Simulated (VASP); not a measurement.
# TaN (P-62m) in VASP: further runs

Aim: see how the results for TaN move with the level of theory and the settings. Levels: PBE, BLYP. Tasks: relaxation of cell and atoms, single point.

Program: VASP 6.6.1. These are calculated values, not measurements. Logs are shortened: lines on timing, memory, paths and dates and some standing lists are left out, and cuts for length are marked.

## (1) The cell of the first run

The structure is hexagonal, space group P-62m (No. 189). The conventional cell has a = 5.196 Å, b = 5.196 Å, c = 2.911 Å, α = 90.00°, β = 90.00°, γ = 120.00°. Ta (site symmetry -62m) has 3 N at 2.04 Å within 2.7 Å. Within 3.0 Å of Ta (site symmetry -6) lie 6 N at 2.16 Å and 5 Ta at 2.91 to 3.00 Å. N (site symmetry m2m) has 5 Ta at 2.04 to 2.16 Å and 6 N at 2.77 to 2.91 Å within 3.0 Å.

## (2) Relaxation of cell and atoms, PBE, target pressure 10 GPa, at which the enthalpy is minimised

File INCAR:

```
SYSTEM = TaN
PREC = Accurate
ENCUT = 600
EDIFF = 1E-7
ISMEAR = -1
SIGMA = 0.05
LREAL = .FALSE.
LASPH = .TRUE.
NELM = 60
ALGO = Normal
ISIF = 3
LWAVE = .FALSE.
LCHARG = .FALSE.
GGA = PE
IBRION = 2
NSW = 60
EDIFFG = -0.01
PSTRESS = 100.0
```

File KPOINTS:

```
regular mesh
0
G
  6 6 9
  0 0 0
```

File POSCAR:

```
TaN
1.0
    5.1960000000      0.0000000000      0.0000000000
   -2.5980000000      4.4998679981      0.0000000000
    0.0000000000      0.0000000000      2.9110000000
Ta N
3 3
Direct
    0.0000000000      0.0000000000      0.0000000000
    0.6666666667      0.3333333333      0.5000000000
    0.3333333333      0.6666666667      0.5000000000
    0.0000000000      0.3928500000      0.0000000000
    0.6071500000      0.6071500000      0.0000000000
    0.3928500000      0.0000000000      0.0000000000
```

Potentials or basis: VASP PAW PBE potentials, release 64 (Ta_pv, N).

Run with:

```
> cat potpaw_PBE.64/Ta_pv/POTCAR potpaw_PBE.64/N/POTCAR > POTCAR
> mpirun -np 1 vasp_std > vasp.out
```

OUTCAR:

```text
SYSTEM = TaN
   PREC = Accurate
   ENCUT = 600
   EDIFF = 1E-7
   ISMEAR = -1
   LREAL = .FALSE.
   LASPH = .TRUE.
   NELM = 60
   ISIF = 3
   GGA = PE
   IBRION = 2
   NSW = 60
   EDIFFG = -0.01
   PSTRESS = 100.0

 ion  position               nearest neighbor table
   1  0.000  0.000  0.000-   6 2.04   5 2.04   4 2.04   3 3.33   2 3.33   2 3.33   3 3.33   2 3.33
                             2 3.33   3 3.33   3 3.33   2 3.33   2 3.33   3 3.33   3 3.33
   2  0.667  0.333  0.500-   4 2.16   4 2.16   6 2.16   6 2.16   5 2.16   5 2.16   3 3.00   3 3.00
                             3 3.00   1 3.33   1 3.33   1 3.33   1 3.33   1 3.33   1 3.33
   3  0.333  0.667  0.500-   6 2.16   6 2.16   4 2.16   4 2.16   5 2.16   5 2.16   2 3.00   2 3.00
                             2 3.00   1 3.33   1 3.33   1 3.33   1 3.33   1 3.33   1 3.33
   4  0.000  0.393  0.000-   1 2.04   2 2.16   2 2.16   3 2.16   3 2.16
   5  0.607  0.607  0.000-   1 2.04   3 2.16   3 2.16   2 2.16   2 2.16
   6  0.393  0.000  0.000-   1 2.04   3 2.16   3 2.16   2 2.16   2 2.16

  LATTYP: Found a hexagonal cell.
 ALAT       =     5.1960000000
 C/A-ratio  =     0.5602386451

  Lattice vectors:

 A1 = (   5.1960000000,   0.0000000000,   0.0000000000)
 A2 = (  -2.5980000000,   4.4998679981,   0.0000000000)
 A3 = (   0.0000000000,   0.0000000000,   2.9110000000)

Analysis of symmetry for initial positions (statically):
=====================================================================
 Subroutine PRICEL returns:
 Original cell was already a primitive cell.

 Routine SETGRP: Setting up the symmetry group for a
 hexagonal supercell.

 Subroutine GETGRP returns: Found 12 space group operations
 (whereof 12 operations were pure point group operations)
 out of a pool of 24 trial point group operations.

The static configuration has the point symmetry D_3h.

Analysis of symmetry for dynamics (positions and initial velocities):
=====================================================================
 Subroutine PRICEL returns:
 Original cell was already a primitive cell.

 Routine SETGRP: Setting up the symmetry group for a
 hexagonal supercell.

 Subroutine GETGRP returns: Found 12 space group operations
 (whereof 12 operations were pure point group operations)
 out of a pool of 24 trial point group operations.

The dynamic configuration has the point symmetry D_3h.

 Subroutine INISYM returns: Found 12 space group operations
 (whereof 12 operations are pure point group operations),
 and found     1 'primitive' translations

----------------------------------------------------------------------------------------

                                     Primitive cell

  volume of cell :      68.0630

  direct lattice vectors                    reciprocal lattice vectors
     5.196000000  0.000000000  0.000000000     0.192455735  0.111114371  0.000000000
    -2.598000000  4.499867998  0.000000000     0.000000000  0.222228741  0.000000000
     0.000000000  0.000000000  2.911000000     0.000000000  0.000000000  0.343524562

  length of vectors
     5.196000000  5.196000000  2.911000000     0.222228741  0.222228741  0.343524562

  position of ions in fractional coordinates (direct lattice)
     0.000000000  0.000000000  0.000000000
     0.666666667  0.333333333  0.500000000
     0.333333333  0.666666667  0.500000000
     0.000000000  0.392850000  0.000000000
     0.607150000  0.607150000  0.000000000
     0.392850000  0.000000000  0.000000000

  ion indices of the primitive-cell ions
   primitive index   ion index
                 1           1
                 2           2
                 3           3
                 4           4
                 5           5
                 6           6

----------------------------------------------------------------------------------------

 KPOINTS: regular mesh

Automatic generation of k-mesh.
 Grid dimensions read from file:
 generate k-points for:    6    6    9

 Generating k-lattice:

  Cartesian coordinates                     Fractional coordinates (reciprocal lattice)
     0.032075956  0.018519062  0.000000000     0.166666667  0.000000000  0.000000000
     0.000000000  0.037038124  0.000000000     0.000000000  0.166666667  0.000000000
     0.000000000  0.000000000  0.038169396     0.000000000  0.000000000  0.111111111

  Length of vectors
     0.037038124  0.037038124  0.038169396

  Shift w.r.t. Gamma in fractional coordinates (k-lattice)
     0.000000000  0.000000000  0.000000000

 Subroutine IBZKPT returns following result:
 ===========================================

 Found     35 irreducible k-points:

 Following reciprocal coordinates:
            Coordinates               Weight
  0.000000  0.000000  0.000000      1.000000
  0.166667  0.000000  0.000000      6.000000
  0.333333  0.000000  0.000000      6.000000
  0.500000  0.000000  0.000000      3.000000
  0.166667  0.166667  0.000000      6.000000
  0.333333  0.166667  0.000000     12.000000
[... 16 lines left out ...]
  0.166667  0.000000  0.333333     12.000000
  0.333333  0.000000  0.333333     12.000000
 [... further k-points ...]
   k-points           NKPTS =     35   k-points in BZ     NKDIM =     35   number of bands    NBANDS=     28
   number of dos      NEDOS =    301   number of ions     NIONS =      6
   total plane-waves  NPLWV =  42336
   dimension x,y,z NGX =    42 NGY =   42 NGZ =   24
   dimension x,y,z NGXF=    84 NGYF=   84 NGZF=   48
   ions per type =               3   3
   NGX,Y,Z   is equivalent  to a cutoff of  13.44, 13.44, 13.71 a.u.
   NGXF,Y,Z  is equivalent  to a cutoff of  26.88, 26.88, 27.41 a.u.
 SYSTEM =  TaN
   PREC   = accura    normal or accurate (medium, high low for compatibility)
   ISTART =      0    job   : 0-new  1-cont  2-samecut
   ICHARG =      2    charge: 1-file 2-atom 10-const
   ISPIN  =      1    spin polarized calculation?
   LNONCOLLINEAR =      F non collinear calculations
   LSORBIT =      F    spin-orbit coupling
   LASPH  =      T    aspherical Exc in radial PAW
   ENCUT  =  600.0 eV  44.10 Ry    6.64 a.u.  10.38 10.38  5.81*2*pi/ulx,y,z
   NELM   =     60;   NELMIN=  2; NELMDL= -5     # of ELM steps
   EDIFF  = 0.1E-06   stopping-criterion for ELM
   LREAL  =      F    real-space projection
   EDIFFG = -.1E-01   stopping-criterion for IOM
   NSW    =     60    number of steps for IOM
   IBRION =      2    ionic relax: 0-MD 1-quasi-New 2-CG
   NFREE  =      1    steps in history (QN), initial steepest desc. (CG)
   ISIF   =      3    stress and relaxation
   ISYM   =      2    0-nonsym 1-usesym 2-fastsym
   POTIM  = 0.5000    time-step for ionic-motion
   TEBEG  =    0.0;   TEEND  =   0.0 temperature during run
   PSTRESS=  100.0 pullay stress
   NELECT =      48.0000    total number of electrons
   NUPDOWN=      -1.0000    fix difference up-down
   EMIN   =  10.00;   EMAX   =-10.00  energy-range for DOS
   EFERMI =   0.00;   METHOD = LEGACY
   ISMEAR =    -1;   SIGMA  =   0.05  broadening in eV -4-tet -1-fermi 0-gaus
   EFERMI_NEDOS =   21; number of points for ismear=-14 and -15
   IALGO  =     38    algorithm
   IMIX   =      4    mixing-type and parameters
     AMIX     =   0.40;   BMIX     =  1.00
     AMIX_MAG =   1.60;   BMIX_MAG =  1.00
  volume/ion in A,a.u.               =      11.34        76.55
  Fermi-wavevector in a.u.,A,eV,Ry     =   1.457197  2.753703 28.890916  2.123422
  Thomas-Fermi vector in A             =   2.574026
   LORBIT       =      0    0 simple, 1 ext, 2 COOP (PROOUT), +10 PAW based schemes
   GGA     = PE    functional components
   LHFCALC =     F    Hartree Fock is set to
   AEXX    =    0.0000 exact exchange contribution
   IVDW    =     0    specifies the selected vdW correction
   LEPSILON=     F    determine dielectric tensor
   LRPA    =     F    only Hartree local field effects (RPA)
 conjugate gradient relaxation of ions
 non-spin polarized calculation
  energy-cutoff  :      600.00
  volume of cell :       68.06
 maximum number of plane-waves:      2304
 NGX is ok and might be reduce to    42
   NGX = 21   NGY = 21   NGZ = 11

--------------------------------------- Ionic step        1  -------------------------------------------

 number of electron      48.0000003 magnetization

 Free energy of the ion-electron system (eV)
  ---------------------------------------------------
  ext. energy  EPLUGINS =         0.00000000
  ---------------------------------------------------
  free energy    TOTEN  =       -67.47521981 eV

  energy without entropy =      -67.46863958  energy(sigma->0) =      -67.47192970

------------------------ aborting loop because EDIFF is reached ----------------------------------------

  FORCE on cell =-STRESS in cart. coord.  units (eV):
  Direction    XX          YY          ZZ          XY          YZ          ZX
  --------------------------------------------------------------------------------------
  -------------------------------------------------------------------------------------
  Total        2.5156198      2.5156198      2.1158036      0.0000000      0.0000000      0.0000000
  in kB       59.2167367     59.2167367     49.8052149      0.0000000      0.0000000      0.0000000
  external PRESSURE =     -43.9204372 kB  Pullay stress =     100.0000000 kB
[... 237 lines left out ...]
  enthalpy is  TOTEN    =       -63.2397539268 eV   P V=        4.1929920223

--------------------------------------- Ionic step        7  -------------------------------------------

 number of electron      48.0000003 magnetization

 Free energy of the ion-electron system (eV)
  ---------------------------------------------------
  ext. energy  EPLUGINS =         0.00000000
  ---------------------------------------------------
  free energy    TOTEN  =       -67.43401547 eV

  energy without entropy =      -67.42752113  energy(sigma->0) =      -67.43076830

 E-fermi :   8.4557     XC(G=0): -13.0746

 val. band max:        8.4391009409   @ k =   0.1667   0.0000   0.3333
 cond. band min:       8.4572387727   @ k =   0.0000   0.0000   0.2222
 fundamental gap:      0.0181378317
 Fermi energy:         8.4556986249

 k-point     1 :       0.0000    0.0000    0.0000
  band No.  band energies     occupation
      1     -27.7664      2.00000
      2     -27.7664      2.00000
      3     -27.4006      2.00000
      4     -27.4006      2.00000
      5     -27.2135      2.00000
      6     -27.1007      2.00000
[... 733 lines left out ...]
     27      10.6645      0.00000
     28      10.8395      0.00000

 [... further k-points ...]

------------------------ aborting loop because EDIFF is reached ----------------------------------------

  FORCE on cell =-STRESS in cart. coord.  units (eV):
  Direction    XX          YY          ZZ          XY          YZ          ZX
  --------------------------------------------------------------------------------------
  -------------------------------------------------------------------------------------
  Total        4.1581909      4.1581909      4.1366774      0.0000000      0.0000000      0.0000000
  in kB       99.1410449     99.1410449     98.6281129      0.0000000      0.0000000      0.0000000
  external PRESSURE =      -1.0299324 kB  Pullay stress =     100.0000000 kB
[... 21 lines left out ...]
  FREE ENERGIE OF THE ION-ELECTRON SYSTEM (eV)
  ---------------------------------------------------
  free  energy   TOTEN  =       -67.4340154726 eV

  energy  without entropy=      -67.4275211296  energy(sigma->0) =      -67.43076830

  enthalpy is  TOTEN    =       -63.2397981292 eV   P V=        4.1942173434

 reached required accuracy - stopping structural energy minimisation
```

Run time: 2.6 min. Hardware: 1 thread of Intel Xeon 6975P-C (Granite Rapids), shared host; peak memory 0.24 GiB.

What came out:

```yaml
Free_energy: -67.4340 eV
Relaxed_volume: 11.20 Å³/atom
Relaxed_cell: a = 5.175 Å, b = 5.175 Å, c = 2.897 Å, α = 90.00°, β = 90.00°, γ = 120.00°
Space_group_after_relaxing_to_0.1_Å: P-62m (No. 189)
Energy_change_on_relaxing_the_run_minimises_the_enthalpy: +6.9 meV/atom
Ionic_steps: 7
Pressure_after_relaxing: 9.9 GPa
Band_gap_on_the_k_mesh: zero (bands 24 and 25 overlap by 3.11 eV)
```

Step by step:
| step | energy change (eV) | largest force (eV/Å) | pressure (GPa) | volume (Å³) |
| --- | --- | --- | --- | --- |
| 1 | 0.0000 | 0.0467 | 5.61 | 68.06 |
| 2 | 0.2573 | 0.1763 | 22.44 | 65.05 |
| 3 | 0.0413 | 0.0838 | 9.99 | 67.21 |
| 4 | 0.0423 | 0.0846 | 10.08 | 67.19 |
| 5 | 0.0425 | 0.0080 | 10.04 | 67.18 |
| 6 | 0.0425 | 0.0073 | 10.04 | 67.18 |
| 7 | 0.0412 | 0.0012 | 9.90 | 67.20 |

Final structure:
```
Ta N
1.0
     5.17510    0.00000    0.00000
    -2.58755    4.48177    0.00000
     0.00000    0.00000    2.89730
Ta N
3 3
Direct
  0.00000 0.00000 0.00000
  0.66667 0.33333 0.50000
  0.33333 0.66667 0.50000
  0.00000 0.39379 0.00000
  0.60621 0.60621 0.00000
  0.39379 0.00000 0.00000
```

Caveat: the cell is relaxed towards a set pressure, so the run minimises the enthalpy, not the energy; spin-orbit coupling is left out, which moves the levels of the heavy elements.

## (3) Relaxation of cell and atoms, PBE, target pressure 20 GPa, at which the enthalpy is minimised

File INCAR:

```
SYSTEM = TaN
PREC     = Accurate       ! precision mode
ENCUT    = 600            ! plane-wave cutoff, eV
EDIFF    = 1E-6           ! SCF threshold, eV
ISMEAR   = -1             ! smearing method
SIGMA    = 0.05           ! smearing width, eV
LREAL    = .False.        ! projectors in reciprocal space
LASPH    = .True.         ! aspherical terms in the spheres
NELM     = 100            ! most SCF steps
ALGO     = Normal         ! electronic algorithm
ISIF     = 3              ! what is computed and relaxed
LWAVE    = .False.        ! write WAVECAR
LCHARG   = .False.        ! write CHGCAR
GGA      = PE             ! functional
IBRION   = 2              ! ionic algorithm
NSW      = 60             ! ionic steps
EDIFFG   = -0.01          ! ionic threshold
PSTRESS  = 200.0
```

File KPOINTS:

```
regular mesh
0
Gamma
  6 6 9
  0 0 0
```

POSCAR is that of step 2.

Potentials or basis: VASP PAW PBE potentials, release 64 (Ta_pv, N).

Run with:

```
> cat potpaw_PBE.64/Ta_pv/POTCAR potpaw_PBE.64/N/POTCAR > POTCAR
> mpirun -np 1 vasp_std > vasp.out
```

Run time: 4.3 min. Hardware: 1 thread of Intel Xeon 6975P-C (Granite Rapids), shared host; peak memory 0.25 GiB.

Results (log left out):

- Free energy: -67.2659 eV
- Relaxed volume: 10.90 Å³/atom
- Relaxed cell: a = 5.124 Å, b = 5.124 Å, c = 2.875 Å, α = 90.00°, β = 90.00°, γ = 120.00°
- Space group after relaxing (to 0.1 Å): P-62m (No. 189)
- Energy change on relaxing (the run minimises the enthalpy): +34.9 meV/atom
- Ionic steps: 11
- Pressure after relaxing: 20.0 GPa
- Band gap on the k mesh: zero (bands 24 and 25 overlap by 3.14 eV)

Forces in eV/Å, atoms in the order of the input:
```
Ta   0.000  0.000  0.000
Ta   0.000  0.000  0.000
Ta   0.000  0.000  0.000
N   -0.001  0.002  0.000
N   -0.001 -0.002  0.000
N    0.003  0.000  0.000
```

Step by step:
```
step  energy change (eV)  largest force (eV/Å)  pressure (GPa)  volume (Å³)
   1              0.0000                0.0468            5.60        68.06
   2              2.1702                0.6977           75.87        58.51
   3              0.1912                0.1990           19.33        65.56
   4              0.2034                0.2053           19.91        65.46
   5              0.2098                0.2085           20.23        65.40
   6              0.2129                0.0276           20.25        65.36
   7              0.2139                0.0041           20.26        65.35
   8              0.1957                0.0048           19.32        65.49
   9              0.2061                0.0028           19.85        65.41
  10              0.2122                0.0074           20.14        65.36
  11              0.2093                0.0026           20.01        65.38
```

Final structure:
```yaml
crystal:
  lattice:
    - [5.12447, 0.00000, 0.00000]
    - [-2.56223, 4.43792, 0.00000]
    - [0.00000, 0.00000, 2.87497]
  atoms:
    - { symbol: Ta, position: [0.00000, 0.00000, 0.00000] }
    - { symbol: Ta, position: [0.66667, 0.33333, 0.50000] }
    - { symbol: Ta, position: [0.33333, 0.66667, 0.50000] }
    - { symbol: N, position: [0.00000, 0.39495, 0.00000] }
    - { symbol: N, position: [0.60505, 0.60505, 0.00000] }
    - { symbol: N, position: [0.39495, 0.00000, 0.00000] }
```

Levels at points of the mesh, in eV from the Fermi level:
| k point | band 21 | band 22 | band 23 | band 24 | band 25 | band 26 | band 27 | band 28 |
| --- | --- | --- | --- | --- | --- | --- | --- | --- |
| (0.00, 0.00, 0.00) | -4.37 | -3.40 | -1.94 | -0.95 | -0.95 | 0.62 | 0.62 | 2.03 |
| (0.50, 0.00, 0.00) | -4.00 | -3.99 | -2.89 | -2.69 | 1.33 | 1.93 | 2.02 | 2.54 |

Caveat: the cell is relaxed towards a set pressure, so the run minimises the enthalpy, not the energy; spin-orbit coupling is left out, which moves the levels of the heavy elements.

## (4) Relaxation of cell and atoms, PBE, target pressure 30 GPa, at which the enthalpy is minimised

File INCAR:

```
  ALGO = Normal
  EDIFF = 1E-7
  EDIFFG = -0.01
  ENCUT = 600
  GGA = PE
  IBRION = 2
  ISIF = 3
  ISMEAR = -1
  LASPH = T
  LCHARG = F
  LREAL = F
  LWAVE = F
  NELM = 100
  NSW = 60
  PREC = Accurate
  PSTRESS = 300.0
  SIGMA = 0.05
```

File KPOINTS:

```
k-points
0
Gamma
  6 6 9
```

POSCAR is that of step 3.

Run with:

```
> cat potpaw_PBE.64/Ta_pv/POTCAR potpaw_PBE.64/N/POTCAR > POTCAR
> mpirun -np 1 vasp_std > vasp.out
```

Wall time 12 min (1 thread of Intel Xeon 8259CL, shared host); peak memory 0.26 GiB.

It converged, with:

| Quantity | Value |
| --- | --- |
| Free energy | -67.0208 eV |
| Relaxed volume | 10.63 Å³/atom |
| Relaxed cell | a = 5.079 Å, b = 5.079 Å, c = 2.856 Å, α = 90.00°, β = 90.00°, γ = 120.00° |
| Space group after relaxing (to 0.1 Å) | P-62m (No. 189) |
| Energy change on relaxing (the run minimises the enthalpy) | +75.7 meV/atom |
| Ionic steps | 11 |
| Pressure after relaxing | 30.0 GPa |
| Band gap on the k mesh | zero (bands 24 and 25 overlap by 3.17 eV) |

Step by step:
| step | energy change (eV) | largest force (eV/Å) | pressure (GPa) | volume (Å³) |
| --- | --- | --- | --- | --- |
| 1 | 0.0000 | 0.0467 | 5.61 | 68.06 |
| 2 | 6.4756 | 1.3370 | 157.86 | 52.43 |
| 3 | 0.3859 | 0.2990 | 27.76 | 64.23 |
| 4 | 0.4335 | 0.3178 | 29.56 | 63.96 |
| 5 | 0.4485 | 0.3235 | 30.11 | 63.88 |
| 6 | 0.4548 | 0.0374 | 30.13 | 63.81 |
| 7 | 0.4572 | 0.0131 | 30.14 | 63.79 |
| 8 | 0.4436 | 0.0023 | 29.59 | 63.86 |
| 9 | 0.4494 | 0.0043 | 29.83 | 63.83 |
| 10 | 0.4635 | 0.0088 | 30.34 | 63.76 |
| 11 | 0.4545 | 0.0003 | 30.01 | 63.80 |

Final structure:
```cif
data_structure
_symmetry_space_group_name_H-M 'P 1'
_symmetry_Int_Tables_number 1
_cell_length_a 5.0793
_cell_length_b 5.0793
_cell_length_c 2.8557
_cell_angle_alpha 90.000
_cell_angle_beta 90.000
_cell_angle_gamma 120.000
_cell_volume 63.80
loop_
_atom_site_label
_atom_site_type_symbol
_atom_site_fract_x
_atom_site_fract_y
_atom_site_fract_z
_atom_site_occupancy
Ta1 Ta 0.00000 0.00000 0.00000 1
Ta2 Ta 0.66667 0.33333 0.50000 1
Ta3 Ta 0.33333 0.66667 0.50000 1
N1 N 0.00000 0.39602 0.00000 1
N2 N 0.60398 0.60398 0.00000 1
N3 N 0.39602 0.00000 0.00000 1
```

Levels at points of the mesh, in eV from the Fermi level:
| k point | band 20 | band 21 | band 22 | band 23 | band 24 | band 25 | band 26 | band 27 | band 28 |
| --- | --- | --- | --- | --- | --- | --- | --- | --- | --- |
| (0.00, 0.00, 0.00) | -5.19 | -4.45 | -3.45 | -1.96 | -0.98 | -0.98 | 0.61 | 0.61 | 2.15 |
| (0.50, 0.00, 0.00) | -4.87 | -4.09 | -4.05 | -2.92 | -2.73 | 1.38 | 1.98 | 2.07 | 2.59 |

Caveat: the cell is relaxed towards a set pressure, so the run minimises the enthalpy, not the energy; spin-orbit coupling is left out, which moves the levels of the heavy elements.

(Continued in part 2 of 2.)
